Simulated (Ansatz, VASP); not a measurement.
## Ru in VASP and in Ansatz

```xyz
2
Lattice="2.7058 0.0000 0.0000 -1.3529 2.3433 0.0000 0.0000 0.0000 4.2819" Properties=species:S:1:pos:R:3 pbc="T T T"
Ru    1.3529    0.7811    3.2114
Ru    0.0000    1.5622    1.0705
```

Alike in both runs: task single point; functional PBE; k mesh 11 × 11 × 6; occupations gaussian, width 0.016 eV; no spin polarisation.

```csv
,VASP,Ansatz
version,VASP 6.6.1,Ansatz 0.2.0
potentials or method,"VASP PAW PBE potentials, release 64 (Ru_pv)",Ansatz PAW
plane-wave cutoff (eV),520,420
valence electrons in the cell,28,32
```

Ansatz gave:

```
gap on the k mesh at the Fermi level (eV) : none
pressure (GPa)                            : 4.5
```

Problem. What did VASP give for the same quantities?

Solution. gap on the k mesh at the Fermi level (eV): none; pressure (GPa): 4.4.

A gap of «none» marks a metal or a gap that the smearing closes. VASP's potentials hold 28 valence electrons a cell and Ansatz's 32, so a difference there can come from the potentials and not from the codes.
